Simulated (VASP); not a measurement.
**Si7Ge: single point with PBEsol**

The system is Si7Ge.

```
CELL_PARAMETERS angstrom
5.45895 0.00000 0.00000
0.00000 5.45895 0.00000
0.00000 0.00000 5.45895
ATOMIC_POSITIONS crystal
Si 0.25260 0.25260 0.25260
Si 0.00000 0.50000 0.50000
Si 0.50000 0.50000 0.00000
Si 0.50000 0.00000 0.50000
Si 0.74740 0.25260 0.74740
Si 0.74740 0.74740 0.25260
Si 0.25260 0.74740 0.74740
Ge 0.00000 0.00000 0.00000
```

* Program: VASP 6.6.1
* Task: single point
* Functional: PBEsol
* Potentials or basis: VASP PAW PBE potentials, release 64 (Si, Ge_d)
* Cutoff: 520 eV
* k mesh: 8 × 8 × 8
* Occupations: gaussian, width 0.03 eV
* Spin: no spin polarisation

```yaml
Pressure: 0.1 GPa
Largest_force: 0.009 eV/Å
Band_gap_on_the_k_mesh: 0.27 eV, direct
```

Forces on the atoms (eV/Å):
```
Si  -0.005 -0.005 -0.005
Si   0.000  0.000  0.000
Si   0.000  0.000  0.000
Si   0.000  0.000  0.000
Si   0.005 -0.005  0.005
Si   0.005  0.005 -0.005
Si  -0.005  0.005  0.005
Ge   0.000  0.000  0.000
```

Levels at points of the mesh, in eV from the valence-band top:
```
           k point  band 17  band 18  band 19  band 20  band 21  band 22  band 23  band 24  band 25  band 26
(0.00, 0.00, 0.00)    -2.87    -2.87     0.00     0.00     0.00     0.27     0.66     0.66     0.66     0.73
(0.50, 0.00, 0.00)    -3.51    -1.98    -1.98    -1.86    -1.86     0.94     1.11     3.01     3.02     4.14
(0.50, 0.50, 0.00)    -3.79    -1.48    -1.36    -1.29    -1.29     2.25     2.25     2.33     2.52     4.66
(0.50, 0.50, 0.50)    -1.28    -1.28    -1.10    -1.10    -1.10     0.97     1.42     1.42     1.42     3.18
```

Run time: 94 s on 1 thread of AMD EPYC 7R13 Processor (Zen 3), on a shared host, peak memory 0.31 GiB.

Caveat: the PAW data sets were made with another functional, which shifts forces and pressure a little. A k mesh can miss the band edges.
